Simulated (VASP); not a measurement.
# Hf2S (P6_3/mmc) in VASP: further runs

Hf2S is run at these levels: r2SCAN; tasks: single point.

Program: VASP 6.6.1. These are calculated values, not measurements. Logs are shortened: lines on timing, memory, paths and dates and some standing lists are left out, and cuts for length are marked.

## Step 1: The cell of the first run

It takes space group P6_3/mmc (No. 194, hexagonal). The conventional cell has a = 3.374 Å, b = 3.374 Å, c = 11.717 Å, α = 90.00°, β = 90.00°, γ = 120.00°. Within 3.5 Å of Hf (site symmetry 3m) lie 3 S at 2.62 Å and 9 Hf at 3.05 to 3.37 Å. S (site symmetry -6m2) has 6 Hf at 2.62 Å and 6 S at 3.37 Å within 3.5 Å.

## Step 2: Single point, r2SCAN

The input, POSCAR:

```
Hf2S
1.0
    3.3742737662      0.0000000000      0.0000000000
   -1.6871368831      2.9222068008      0.0000000000
    0.0000000000      0.0000000000     11.7174070300
Hf S
4 2
Direct
    0.6666666700      0.3333333300      0.8998116400
    0.3333333300      0.6666666700      0.3998116400
    0.6666666700      0.3333333300      0.6001883600
    0.3333333300      0.6666666700      0.1001883600
    0.0000000000      0.0000000000      0.7500000000
    0.0000000000      0.0000000000      0.2500000000
```

The input, INCAR.step1:

```
SYSTEM = Hf2S
ALGO = Normal ; EDIFF = 1E-4
ENCUT = 520 ; GGA = PE
ISMEAR = 0 ; LASPH = .True.
LCHARG = .False. ; LREAL = .False.
LWAVE = .True. ; NBANDS = 35
NELM = 80 ; PREC = Accurate
SIGMA = 0.1
```

The input, INCAR.step2:

```
SYSTEM = Hf2S
ALGO = Normal ; EDIFF = 1E-6
ENCUT = 520 ; ISIF = 2
ISMEAR = 0 ; ISTART = 1
LASPH = .True. ; LCHARG = .False.
LMIXTAU = .True. ; LREAL = .False.
LWAVE = .False. ; METAGGA = R2SCAN
NBANDS = 35 ; NELM = 80
PREC = Accurate ; SIGMA = 0.1
```

The input, KPOINTS:

```
k-points
0
Gamma
  12 12 4
  0 0 0
```

Potentials or basis: VASP PAW PBE potentials, release 64 (Hf_pv, S).

Run with:

```console
cat potpaw_PBE.64/Hf_pv/POTCAR potpaw_PBE.64/S/POTCAR > POTCAR
cp INCAR.step1 INCAR
mpirun -np 1 vasp_std > vasp.out
cp INCAR.step2 INCAR
mpirun -np 1 vasp_std > vasp.out
```

OUTCAR:

```text
SYSTEM = Hf2S
   EDIFF = 1E-6
   ENCUT = 520
   ISIF = 2
   ISMEAR = 0
   ISTART = 1
   LASPH = .True.
   LREAL = .False.
   METAGGA = R2SCAN
   NELM = 80
   PREC = Accurate

 ion  position               nearest neighbor table
   1  0.667  0.333  0.900-   5 2.62   5 2.62   5 2.62   4 3.05   4 3.05   4 3.05   3 3.51
   2  0.333  0.667  0.400-   6 2.62   6 2.62   6 2.62   3 3.05   3 3.05   3 3.05   4 3.51
   3  0.667  0.333  0.600-   5 2.62   5 2.62   5 2.62   2 3.05   2 3.05   2 3.05   1 3.51
   4  0.333  0.667  0.100-   6 2.62   6 2.62   6 2.62   1 3.05   1 3.05   1 3.05   2 3.51
   5  0.000  0.000  0.750-   1 2.62   3 2.62   1 2.62   3 2.62   1 2.62   3 2.62
   6  0.000  0.000  0.250-   2 2.62   4 2.62   2 2.62   4 2.62   2 2.62   4 2.62

  LATTYP: Found a hexagonal cell.
 ALAT       =     3.3742737662
 C/A-ratio  =     3.4725715345

  Lattice vectors:

 A1 = (   3.3742737662,   0.0000000000,   0.0000000000)
 A2 = (  -1.6871368831,   2.9222068008,   0.0000000000)
 A3 = (   0.0000000000,   0.0000000000,  11.7174070300)

Analysis of symmetry for initial positions (statically):
=====================================================================
 Subroutine PRICEL returns:
 Original cell was already a primitive cell.

 Routine SETGRP: Setting up the symmetry group for a
 hexagonal supercell.

 Subroutine GETGRP returns: Found 24 space group operations
 (whereof 12 operations were pure point group operations)
 out of a pool of 24 trial point group operations.

The static configuration has the point symmetry D_3d.
 The point group associated with its full space group is D_6h.

Analysis of symmetry for dynamics (positions and initial velocities):
=====================================================================
 Subroutine PRICEL returns:
 Original cell was already a primitive cell.

 Routine SETGRP: Setting up the symmetry group for a
 hexagonal supercell.

 Subroutine GETGRP returns: Found 24 space group operations
 (whereof 12 operations were pure point group operations)
 out of a pool of 24 trial point group operations.

The dynamic configuration has the point symmetry D_3d.
 The point group associated with its full space group is D_6h.

 Subroutine INISYM returns: Found 24 space group operations
 (whereof 12 operations are pure point group operations),
 and found     1 'primitive' translations

----------------------------------------------------------------------------------------

                                     Primitive cell

  volume of cell :     115.5375

  direct lattice vectors                    reciprocal lattice vectors
     3.374273766  0.000000000  0.000000000     0.296360067  0.171103565  0.000000000
    -1.687136883  2.922206801  0.000000000     0.000000000  0.342207129  0.000000000
     0.000000000  0.000000000 11.717407030     0.000000000  0.000000000  0.085343114

  length of vectors
     3.374273766  3.374273766 11.717407030     0.342207129  0.342207129  0.085343114

  position of ions in fractional coordinates (direct lattice)
     0.666666670  0.333333330  0.899811640
     0.333333330  0.666666670  0.399811640
     0.666666670  0.333333330  0.600188360
     0.333333330  0.666666670  0.100188360
     0.000000000  0.000000000  0.750000000
     0.000000000  0.000000000  0.250000000

  ion indices of the primitive-cell ions
   primitive index   ion index
                 1           1
                 2           2
                 3           3
                 4           4
                 5           5
                 6           6

----------------------------------------------------------------------------------------

 KPOINTS: k-points

Automatic generation of k-mesh.
 Grid dimensions read from file:
 generate k-points for:   12   12    4

 Generating k-lattice:

  Cartesian coordinates                     Fractional coordinates (reciprocal lattice)
     0.024696672  0.014258630  0.000000000     0.083333333 -0.000000000  0.000000000
     0.000000000  0.028517261  0.000000000     0.000000000  0.083333333  0.000000000
     0.000000000  0.000000000  0.021335778     0.000000000  0.000000000  0.250000000

  Length of vectors
     0.028517261  0.028517261  0.021335778

  Shift w.r.t. Gamma in fractional coordinates (k-lattice)
     0.000000000  0.000000000  0.000000000

 Subroutine IBZKPT returns following result:
 ===========================================

 Found     57 irreducible k-points:

 Following reciprocal coordinates:
            Coordinates               Weight
  0.000000  0.000000  0.000000      1.000000
  0.083333  0.000000  0.000000      6.000000
  0.166667 -0.000000  0.000000      6.000000
  0.250000 -0.000000  0.000000      6.000000
  0.333333 -0.000000  0.000000      6.000000
  0.416667 -0.000000  0.000000      6.000000
[... 16 lines left out ...]
  0.250000 -0.000000  0.250000     12.000000
  0.333333 -0.000000  0.250000     12.000000
 [... further k-points ...]
   k-points           NKPTS =     57   k-points in BZ     NKDIM =     57   number of bands    NBANDS=     35
   number of dos      NEDOS =    301   number of ions     NIONS =      6
   total plane-waves  NPLWV =  70560
   dimension x,y,z NGX =    28 NGY =   28 NGZ =   90
   dimension x,y,z NGXF=    56 NGYF=   56 NGZF=  180
   ions per type =               4   2
   NGX,Y,Z   is equivalent  to a cutoff of  13.80, 13.80, 12.77 a.u.
   NGXF,Y,Z  is equivalent  to a cutoff of  27.59, 27.59, 25.54 a.u.
 SYSTEM =  Hf2S
   PREC   = accura    normal or accurate (medium, high low for compatibility)
   ISTART =      1    job   : 0-new  1-cont  2-samecut
   ICHARG =      0    charge: 1-file 2-atom 10-const
   ISPIN  =      1    spin polarized calculation?
   LNONCOLLINEAR =      F non collinear calculations
   LSORBIT =      F    spin-orbit coupling
   LASPH  =      T    aspherical Exc in radial PAW
   ENCUT  =  520.0 eV  38.22 Ry    6.18 a.u.   6.27  6.27 21.79*2*pi/ulx,y,z
   NELM   =     80;   NELMIN=  2; NELMDL=  0     # of ELM steps
   EDIFF  = 0.1E-05   stopping-criterion for ELM
   LREAL  =      F    real-space projection
   EDIFFG = 0.1E-04   stopping-criterion for IOM
   NSW    =      0    number of steps for IOM
   IBRION =     -1    ionic relax: 0-MD 1-quasi-New 2-CG
   NFREE  =      0    steps in history (QN), initial steepest desc. (CG)
   ISIF   =      2    stress and relaxation
   ISYM   =      2    0-nonsym 1-usesym 2-fastsym
   POTIM  = 0.5000    time-step for ionic-motion
   TEBEG  =    0.0;   TEEND  =   0.0 temperature during run
   PSTRESS=    0.0 pullay stress
   NELECT =      52.0000    total number of electrons
   NUPDOWN=      -1.0000    fix difference up-down
   EMIN   =  10.00;   EMAX   =-10.00  energy-range for DOS
   EFERMI =   0.00;   METHOD = LEGACY
   ISMEAR =     0;   SIGMA  =   0.10  broadening in eV -4-tet -1-fermi 0-gaus
   EFERMI_NEDOS =   21; number of points for ismear=-14 and -15
   IALGO  =     38    algorithm
   IMIX   =      4    mixing-type and parameters
     AMIX     =   0.40;   BMIX     =  1.00
     AMIX_MAG =   1.60;   BMIX_MAG =  1.00
  volume/ion in A,a.u.               =      19.26       129.95
  Fermi-wavevector in a.u.,A,eV,Ry     =   1.254590  2.370831 21.415503  1.573995
  Thomas-Fermi vector in A             =   2.388387
   LORBIT       =      0    0 simple, 1 ext, 2 COOP (PROOUT), +10 PAW based schemes
   METAGGA = R2SCAN    functional components
   LHFCALC =     F    Hartree Fock is set to
   AEXX    =    0.0000 exact exchange contribution
   IVDW    =     0    specifies the selected vdW correction
   LEPSILON=     F    determine dielectric tensor
   LRPA    =     F    only Hartree local field effects (RPA)
 non-spin polarized calculation
 Gauss-broadening in eV      SIGMA  =   0.10
  energy-cutoff  :      520.00
  volume of cell :      115.54
 maximum number of plane-waves:      3142
 NGX is ok and might be reduce to    28
   NGX = 13   NGY = 13   NGZ = 43

 number of electron      52.0000002 magnetization

 Free energy of the ion-electron system (eV)
  ---------------------------------------------------
  ext. energy  EPLUGINS =         0.00000000
  ---------------------------------------------------
  free energy    TOTEN  =      -203.69875277 eV

  energy without entropy =     -203.68524781  energy(sigma->0) =     -203.69200029

 E-fermi :   6.5446     XC(G=0): -12.1420

 val. band max:        6.5418996663   @ k =   0.0833   0.0833   0.2500
 cond. band min:       6.5449333158   @ k =   0.0833   0.0833   0.0000
 fundamental gap:      0.0030336496
 Fermi energy:         6.5446489613

 k-point     1 :       0.0000    0.0000    0.0000
  band No.  band energies     occupation
      1     -26.1037      2.00000
      2     -25.9858      2.00000
      3     -25.6376      2.00000
      4     -25.5577      2.00000
      5     -25.5577      2.00000
      6     -25.5483      2.00000
[... 27 lines left out ...]
     34       9.1810      0.00000
     35       9.3456      0.00000

 k-point     2 :       0.0833    0.0000    0.0000
  band No.  band energies     occupation
      1     -26.0936      2.00000
      2     -25.9782      2.00000
      3     -25.6691      2.00000
      4     -25.5964      2.00000
      5     -25.5659      2.00000
      6     -25.5564      2.00000
[... 27 lines left out ...]
     34       9.0954      0.00000
     35       9.2350      0.00000

 k-point     3 :       0.1667   -0.0000    0.0000
  band No.  band energies     occupation
      1     -26.0663      2.00000
      2     -25.9588      2.00000
      3     -25.7416      2.00000
      4     -25.6820      2.00000
      5     -25.5878      2.00000
      6     -25.5780      2.00000
[... 27 lines left out ...]
     34       9.1514      0.00000
     35       9.2194      0.00000
[... 723 lines left out ...]
 k-point    23 :       0.2500   -0.0000    0.2500
  band No.  band energies     occupation
      1     -26.0214      2.00000
      2     -25.9570      2.00000
      3     -25.8204      2.00000
      4     -25.7863      2.00000
      5     -25.6256      2.00000
      6     -25.6152      2.00000
[... 27 lines left out ...]
     34       9.3533      0.00000
     35       9.4754      0.00000

 k-point    24 :       0.3333   -0.0000    0.2500
  band No.  band energies     occupation
      1     -26.0002      2.00000
      2     -25.9503      2.00000
      3     -25.9066      2.00000
      4     -25.8773      2.00000
      5     -25.6797      2.00000
      6     -25.6442      2.00000
[... 27 lines left out ...]
     34       9.6478      0.00000
     35      10.0767      0.00000

 [... further k-points ...]

------------------------ aborting loop because EDIFF is reached ----------------------------------------

  FORCE on cell =-STRESS in cart. coord.  units (eV):
  Direction    XX          YY          ZZ          XY          YZ          ZX
  --------------------------------------------------------------------------------------
  -------------------------------------------------------------------------------------
  Total        0.0029787      0.0029787      0.0143840     -0.0000000      0.0000000      0.0000000
  in kB        0.0413058      0.0413058      0.1994648     -0.0000000      0.0000000      0.0000000
  external PRESSURE =       0.0940255 kB  Pullay stress =       0.0000000 kB

 VOLUME and BASIS-vectors are now :
 -----------------------------------------------------------------------------
  energy-cutoff  :      520.00
  volume of cell :      115.54
      direct lattice vectors                 reciprocal lattice vectors
     3.374273766  0.000000000  0.000000000     0.296360067  0.171103565  0.000000000
    -1.687136883  2.922206801  0.000000000     0.000000000  0.342207129  0.000000000
     0.000000000  0.000000000 11.717407030     0.000000000  0.000000000  0.085343114

 POSITION                                       TOTAL-FORCE (eV/Angst)
 -----------------------------------------------------------------------------------
      1.68714      0.97407     10.54346        -0.000000      0.000000     -0.025692
     -0.00000      1.94814      4.68476         0.000000      0.000000     -0.025692
      1.68714      0.97407      7.03265        -0.000000     -0.000000      0.025692
     -0.00000      1.94814      1.17395         0.000000      0.000000      0.025692
      0.00000      0.00000      8.78806         0.000000     -0.000000      0.000000
      0.00000      0.00000      2.92935        -0.000000      0.000000      0.000000
 -----------------------------------------------------------------------------------
    total drift:                                0.000000      0.000000      0.000000

  FREE ENERGIE OF THE ION-ELECTRON SYSTEM (eV)
  ---------------------------------------------------
  free  energy   TOTEN  =      -203.6987527652 eV

  energy  without entropy=     -203.6852478124  energy(sigma->0) =     -203.69200029
```

Wall time 16 min (1 thread of Intel Xeon 6975P-C, shared host); peak memory 0.39 GiB.

Results:

```yaml
Free_energy: -203.6988 eV
Pressure: 0.0 GPa
Largest_force: 0.026 eV/Å
Band_gap_on_the_k_mesh: zero (band 26 reaches 6.96 eV, above the bottom of band 27 at 6.06 eV)
```

Forces on the atoms (eV/Å):
```
Hf   0.000  0.000 -0.026
Hf   0.000  0.000 -0.026
Hf   0.000  0.000  0.026
Hf   0.000  0.000  0.026
S    0.000  0.000  0.000
S    0.000  0.000  0.000
```

Caveat: the PAW data sets were made with another functional, which shifts forces and pressure a little; spin-orbit coupling is left out, which moves the levels of the heavy elements.

## Step 3: Single point, r2SCAN

The input, POSCAR:

```
Hf2S
1.0
    3.3742737662      0.0000000000      0.0000000000
   -1.6871368831      2.9222068008      0.0000000000
    0.0000000000      0.0000000000     11.7174070300
Hf S
4 2
Direct
    0.6666666667      0.3333333333      0.8998116400
    0.3333333333      0.6666666667      0.3998116400
    0.6666666667      0.3333333333      0.6001883600
    0.3333333333      0.6666666667      0.1001883600
    0.0000000000      0.0000000000      0.7500000000
    0.0000000000      0.0000000000      0.2500000000
```

The input, INCAR.step1:

```
SYSTEM = Hf2S
  PREC = Accurate
  ENCUT = 520
  ISMEAR = 0
  SIGMA = 0.1
  LREAL = .FALSE.
  LASPH = .TRUE.
  NELM = 60
  NBANDS = 35
  GGA = PE
  ALGO = Normal
  EDIFF = 1E-4
  LWAVE = .TRUE.
  LCHARG = .FALSE.
```

The input, INCAR.step2:

```
SYSTEM = Hf2S
  PREC = Accurate
  ENCUT = 520
  EDIFF = 1E-7
  ISMEAR = 0
  SIGMA = 0.1
  LREAL = .FALSE.
  LASPH = .TRUE.
  NELM = 60
  ALGO = Normal
  ISIF = 2
  LWAVE = .FALSE.
  LCHARG = .TRUE.
  METAGGA = R2SCAN
  LMIXTAU = .TRUE.
  LELF = .TRUE.
  LVHAR = .TRUE.
  NBANDS = 35
  ISTART = 1
```

The input, KPOINTS:

```
Automatic mesh
0
G
  12 12 4
  0 0 0
```

Potentials or basis: VASP PAW PBE potentials, release 64 (Hf_pv, S).

Run with:

```console
cat potpaw_PBE.64/Hf_pv/POTCAR potpaw_PBE.64/S/POTCAR > POTCAR
cp INCAR.step1 INCAR
mpirun -np 1 vasp_std > vasp.out
cp INCAR.step2 INCAR
mpirun -np 1 vasp_std > vasp.out
```

Wall time 16 min (1 thread of Intel Xeon 6975P-C, shared host); peak memory 0.4 GiB.

Results (log left out):

```yaml
Free_energy: -203.6988 eV
Pressure: 0.0 GPa
Largest_force: 0.026 eV/Å
Band_gap_on_the_k_mesh: zero (band 26 reaches 6.96 eV, above the bottom of band 27 at 6.06 eV)
```

Forces on the atoms (eV/Å):
```
Hf   0.000  0.000 -0.026
Hf   0.000  0.000 -0.026
Hf   0.000  0.000  0.026
Hf   0.000  0.000  0.026
S    0.000  0.000  0.000
S    0.000  0.000  0.000
```

Levels at points of the mesh, in eV from the Fermi level:
```csv
k point,band 23,band 24,band 25,band 26,band 27,band 28,band 29,band 30
"(0.00, 0.00, 0.00)",-1.98,-0.37,-0.03,0.41,0.41,0.52,0.52,0.81
"(0.50, 0.00, 0.00)",-2.08,-1.58,-1.56,-1.08,-0.48,0.85,1.07,2.48
"(0.00, 0.00, 0.50)",-1.42,-1.42,0.36,0.36,0.36,0.36,1.41,1.41
"(0.50, 0.00, 0.50)",-1.98,-1.98,-1.35,-1.35,0.34,0.34,1.40,1.40
```

Caveat: the PAW data sets were made with another functional, which shifts forces and pressure a little; spin-orbit coupling is left out, which moves the levels of the heavy elements.
